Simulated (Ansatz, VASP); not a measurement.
# One calculation of HfSn3Se8, two programs

```xyz
12
Lattice="7.7133 0.0000 0.0000 -3.8567 6.6799 0.0000 0.0000 0.0000 6.9873" Properties=species:S:1:pos:R:3 pbc="T T T"
Hf    0.0000    0.0000    0.0000
Sn    1.9283    3.3400    0.0000
Sn    3.8567    0.0000    0.0000
Sn   -1.9283    3.3400    0.0000
Se    3.8567    4.4898    5.3874
Se    5.8166    1.0951    5.3874
Se    0.0000    4.4533    5.4056
Se    1.8967    1.0951    5.3874
Se    1.9599    5.5849    1.5999
Se    3.8567    2.2266    1.5817
Se   -1.9599    5.5849    1.5999
Se    0.0000    2.1901    1.5999
```

Alike in both runs: functional PBE; k mesh 6 × 6 × 6; occupations gaussian, width 0.01 eV; no spin polarisation.

Ansatz relaxed the structure, and its values are those at the end. VASP's run is a single point on that final structure, the one shown.

|  | VASP | Ansatz |
| --- | --- | --- |
| version | VASP 6.6.1 | Ansatz 0.2.0 |
| potentials or method | VASP PAW PBE potentials, release 64 (Hf_pv, Sn_d, Se), cutoff 520 eV | scalar-relativistic, plane waves, PAW |
| valence electrons in the cell | 100 | 196 |

```csv
,VASP,Ansatz,Ansatz less VASP
gap on the k mesh at the Fermi level (eV),0.27,0.27,-0.001
least direct gap on the mesh (eV),0.30,0.30,-0.002
pressure (GPa),0.0,0.0,+0.04
rms of the force components (eV/Å),0.012,0.000,-0.0117
```

With one functional, cell and mesh, what is left measures potentials, basis and numerics. VASP's potentials hold 100 valence electrons a cell and Ansatz's 196, so a difference there can come from the potentials and not from the codes.

Neither program's run includes spin-orbit coupling.
